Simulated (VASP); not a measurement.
A run of VASP 6.6.1:

INCAR

```
SYSTEM = EuO
PREC = Accurate
ENCUT = 600
EDIFF = 1E-6
ISMEAR = 0
SIGMA = 0.05
LREAL = .False.
LASPH = .True.
NELM = 200
ALGO = Normal
ISIF = 2
LWAVE = .False.
LCHARG = .True.
LMAXMIX = 6
LDAU = .True.
LDAUTYPE = 2
LDAUL = 3 -1
LDAUU = 7 0
LDAUJ = 0 0
LDAUPRINT = 1
GGA = CA
LELF = .True.
LVHAR = .True.
NBANDS = 18
GGA_COMPAT = .False.
```

Contents of KPOINTS:

```
regular mesh
0
Gamma
  6 6 6
  0 0 0
```

Contents of POSCAR:

```
EuO
1.0
    0.0000000000      2.5719519700      2.5719519700
    2.5719519700      0.0000000000      2.5719519700
    2.5719519700      2.5719519700      0.0000000000
Eu O
1 1
Direct
    0.5000000000      0.5000000000      0.5000000000
    0.0000000000      0.0000000000      0.0000000000
```

Potentials or basis: VASP PAW PBE potentials, release 64 (Eu, O).

Launch:

```sh
$ cat potpaw_PBE.64/Eu/POTCAR potpaw_PBE.64/O/POTCAR > POTCAR
$ mpirun -np 1 vasp_std > vasp.out
```

Hardware: 1 thread of Intel Xeon 8259CL (shared host).

Q: Estimate the wall time of this run.

A: Run time: 2.3 min on 1 thread of Intel Xeon 8259CL, with other jobs on the host, peak memory 0.17 GiB. Counts: scf iterations 65, k points 16.
